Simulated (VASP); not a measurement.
SiC (ref), 4 atoms in the cell. Symmetry: P6_3/mmc, No. 194, hexagonal system. The conventional cell has a = 3.076 Å, b = 3.076 Å, c = 5.048 Å, α = 90.00°, β = 90.00°, γ = 120.00°. Within 2.4 Å of Si (site symmetry -6m2) lie 3 C at 1.78 Å. Within 2.4 Å of C (site symmetry -6m2) lie 3 Si at 1.78 Å. 

```yaml
Program: VASP 6.6.1
Task: single point
Functional: r2SCAN
Potentials_or_basis: VASP PAW PBE potentials, release 64 (Si, C)
Cutoff: 520 eV
k_mesh: 6 × 6 × 4
Occupations: gaussian, width 0.1 eV
Spin: no spin polarisation
Dipole_correction: no
Further_INCAR_settings: ALGO = Normal; EDIFF = 1e-06; NBANDS = 16
```

Potentials or basis: VASP PAW PBE potentials, release 64 (Si, C).

Launch:

```bash
$ cat potpaw_PBE.64/Si/POTCAR potpaw_PBE.64/C/POTCAR > POTCAR
$ cp INCAR.step1 INCAR
$ mpirun -np 1 vasp_std > vasp.out
$ cp INCAR.step2 INCAR
$ mpirun -np 1 vasp_std > vasp.out
```

Hardware: 1 thread of AMD EPYC 9R45 (Zen 5), with other jobs on the host.

Q: Estimate the wall time of this run.

A: Wall time 33 s on 1 thread of AMD EPYC 9R45 (Zen 5) (shared host), peak memory 0.13 GiB. Counts: k points 21.
